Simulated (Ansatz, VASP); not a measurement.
## Y: VASP beside Ansatz

Contents of INCAR:

```
SYSTEM = Y
  ALGO = Fast
  EDIFF = 1E-6
  ENCUT = 520
  GGA = PS
  ISIF = 2
  ISMEAR = 0
  LASPH = .TRUE.
  LCHARG = .FALSE.
  LREAL = .FALSE.
  LWAVE = .FALSE.
  NBANDS = 12
  NELM = 100
  PREC = Accurate
  SIGMA = 0.15
```

The input KPOINTS:

```
k-points
0
G
  16 16 16
  0 0 0
```

Contents of POSCAR:

```
Y
1.0
    0.0000000000      2.6092500000      2.4850000000
    2.3607500000      0.0000000000      2.4850000000
    2.3607500000      2.6092500000      0.0000000000
Y
1
Direct
    0.0000000000      0.0000000000      0.0000000000
```

Input for Ansatz:

```yaml
crystal:
  lattice:
    - [0.0, 2.60925, 2.485]
    - [2.36075, 0.0, 2.485]
    - [2.36075, 2.60925, 0.0]
  atoms:
    - { symbol: "Y", position: [0.0, 0.0, 0.0] }
basis:
  ecutwfc: 420
kpoints:
  mp_grid: { grid: [16, 16, 16] }
hamiltonian:
  xc: pbesol
scf:
  occupations: { method: gaussian, width: 0.15 }
output:
  forces: true
  stress: true
  eigenvalues: true
```

Change from the starting cell: strain -0.0500 x Voigt [1, -1, 0, 0, 0, 0], atoms carried along.

Alike in both runs: task single point; functional PBEsol; k mesh 16 × 16 × 16; occupations gaussian, width 0.15 eV; no spin polarisation.

|  | VASP | Ansatz |
| --- | --- | --- |
| version | VASP 6.6.1 | Ansatz 0.2.0 |
| potentials or method | VASP PAW PBE potentials, release 64 (Y_sv), cutoff 520 eV | scalar-relativistic, plane waves, PAW |
| valence electrons in the cell | 11 | 11 |

Ansatz gave:

```
gap on the k mesh at the Fermi level (eV)                     : none
pressure (GPa)                                                : 0.3
traceless stress, the component that is largest in VASP (GPa) : -1.58
```

Question: What did VASP give for the same quantities?

Answer: gap on the k mesh at the Fermi level (eV): none; pressure (GPa): 0.2; traceless stress, the component that is largest in VASP (GPa): -1.60.

VASP's potentials were made for PBE, not for PBEsol. A gap of «none» marks a metal or a gap that the smearing closes. With one functional, cell and mesh, what is left measures potentials, basis and numerics.
